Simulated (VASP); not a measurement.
A run of VASP 6.6.1 is set up as follows.

The input INCAR:

```
SYSTEM = CO2
PREC = Accurate
ENCUT = 520
EDIFF = 1E-6
ISMEAR = -1
SIGMA = 0.02
LREAL = .False.
LASPH = .True.
NELM = 60
ALGO = Normal
ISIF = 2
LWAVE = .False.
LCHARG = .False.
GGA = PE
IVDW = 12
NBANDS = 25
```

The input KPOINTS:

```
regular mesh
0
Gamma
  6 6 6
  0 0 0
```

Contents of POSCAR:

```
CO2
1.0
    4.4266924568      0.0000000000      0.0000000000
    0.0000000000      4.4266924568      0.0000000000
    0.0000000000      0.0000000000      4.8089819819
C O
2 4
Direct
    0.5000000000      0.5000000000      0.5000000000
    0.0000000000      0.0000000000      0.0000000000
    0.3132524933      0.6867475067      0.5000000000
    0.6867475067      0.3132524933      0.5000000000
    0.1867475067      0.1867475067      0.0000000000
    0.8132524933      0.8132524933      0.0000000000
```

Potentials or basis: VASP PAW PBE potentials, release 64 (C, O).

Launch:

```console
$ cat potpaw_PBE.64/C/POTCAR potpaw_PBE.64/O/POTCAR > POTCAR
$ mpirun -np 1 vasp_std > vasp.out
```

(1) What does it give for the dispersion energy per atom?

(2) What does it give for the pressure?

Answers

(1) -0.065 eV.

(2) 1.4 GPa.
